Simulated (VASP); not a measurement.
A run of VASP 6.6.1 is set up as follows.

File INCAR:

```
PREC     = Accurate       # precision mode
ENCUT    = 400            # plane-wave cutoff, eV
EDIFF    = 1E-6           # SCF threshold, eV
ISMEAR   = 0              # smearing method
SIGMA    = 0.05           # smearing width, eV
LREAL    = F              # projectors in reciprocal space
LASPH    = T              # aspherical terms in the spheres
NELM     = 120            # most SCF steps
ALGO     = Normal         # electronic algorithm
ISIF     = 2              # what is computed and relaxed
LWAVE    = F              # write WAVECAR
LCHARG   = F              # write CHGCAR
LDIPOL   = T            
IDIPOL   = 3            
DIPOL    = 0.5 0.5 0.500
GGA      = PS             # functional
NBANDS   = 53             # bands
ISYM     = 0            
GGA_COMPAT= F            
NELMDL   = -8
```

Contents of KPOINTS:

```
regular mesh
0
Gamma
  8 4 1
```

The input POSCAR:

```
Zr3S8
1.0
    3.6273864348      0.0000000000      0.0000000000
   -1.8136932174      6.6672420203      0.0000000000
    0.0000000000      0.0000000000     30.7582192531
S Zr
8 3
Direct
    0.1701164439      0.3402328879      0.3576279859
    0.4408844500      0.8817689000      0.3721169616
    0.7811173379      0.5622346757      0.4477130034
    0.0518853439      0.1037706878      0.4622019791
    0.3921182318      0.7842364636      0.5377980209
    0.6628862378      0.3257724757      0.5522869966
    0.0031191257      0.0062382514      0.6278830384
    0.2738871318      0.5477742635      0.6423720141
    0.6110008939      0.2220017878      0.4099149825
    0.2220017878      0.4440035757      0.5000000000
    0.8330026818      0.6660053635      0.5900850175
```

Potentials or basis: VASP PAW PBE potentials, release 64 (S, Zr_sv).

Run with:

```bash
$ cat potpaw_PBE.64/S/POTCAR potpaw_PBE.64/Zr_sv/POTCAR > POTCAR
$ mpirun -np 1 vasp_std > vasp.out
```

(1) Estimate the largest force.

(2) What does it give for the band gap on the k mesh?

## Answers

(1) 1.111 eV/Å.

(2) zero (bands 42 and 43 overlap by 0.57 eV).

Caveat: the PAW data sets were made with another functional, which shifts forces and pressure a little.
